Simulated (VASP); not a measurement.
Cd, 8 atoms in the cell. The structure is cubic, space group Pm-3n (No. 223). Conventional cell: a = 5.569 Å, b = 5.569 Å, c = 5.569 Å, α = 90.00°, β = 90.00°, γ = 90.00°. Cd (site symmetry m-3) has 12 Cd at 3.11 Å within 4.1 Å. Cd (site symmetry -4m2) has 14 Cd at 2.78 to 3.41 Å within 3.7 Å. 

- Program: VASP 6.6.1
- Task: relaxation of cell and atoms
- Functional: PBEsol
- Potentials or basis: VASP PAW PBE potentials, release 64 (Cd)
- Cutoff: 600 eV
- k mesh: 5 × 5 × 5
- Occupations: fermi-dirac, width 0.1 eV
- Spin: no spin polarisation
- Dipole correction: no
- Further INCAR settings: ALGO = Normal; EDIFF = 1e-06; IBRION = 2; EDIFFG = -0.01; NSW = 80; ISIF = 3

Potentials or basis: VASP PAW PBE potentials, release 64 (Cd).

Run with:

```sh
$ cat potpaw_PBE.64/Cd/POTCAR > POTCAR
$ mpirun -np 1 vasp_std > vasp.out
```

Hardware: 1 thread of Intel(R) Xeon(R) Platinum 8488C (Sapphire Rapids), with other jobs on the host.

**Question.** How long does it take, and how much memory?

**Answer.** Run time: 3.3 min on 1 thread of Intel(R) Xeon(R) Platinum 8488C (Sapphire Rapids), with other jobs on the host, peak memory 0.35 GiB. Counts: scf iterations 19, k points 10, ion steps 2.
